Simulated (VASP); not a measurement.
Runs of VASP 6.6.1 on C. The structure is that of space group P-3m1 (No. 164), or close to it. The cells are those of the table. 

```tsv
cell	gap on the mesh (eV)	largest force (eV/Å)	work function (eV)
a = 2.518, b = 2.518, c = 26.002 Å, angles 90.0, 90.0, 120.0°, 2 atoms	none	(b)	-
a = 2.423, b = 2.423, c = 26.002 Å, angles 90.0, 90.0, 120.0°, 2 atoms	none	2.38	-
a = 2.614, b = 2.614, c = 26.002 Å, angles 90.0, 90.0, 120.0°, 2 atoms	none	(a)	-
a = 2.328, b = 2.328, c = 26.002 Å, angles 90.0, 90.0, 120.0°, 2 atoms	none	(c)	3.90
a = 2.471, b = 2.471, c = 26.002 Å, angles 90.0, 90.0, 120.0°, 2 atoms	none	9.66	-
a = 2.281, b = 2.281, c = 26.002 Å, angles 90.0, 90.0, 120.0°, 2 atoms	none	7.14	3.84
```

Alike in all rows: task single point; level PBE+D3(BJ); potentials or basis VASP PAW PBE potentials, release 64 (C); no spin polarisation; k mesh 21 × 21 × 1; cutoff (eV) 520; smearing gaussian 0.1 eV.

Problem. Estimate the missing entries.

Solution. (a) 2.30; (b) 4.80; (c) 4.64.

A gap of «none» marks levels without a gap at the run's occupations.
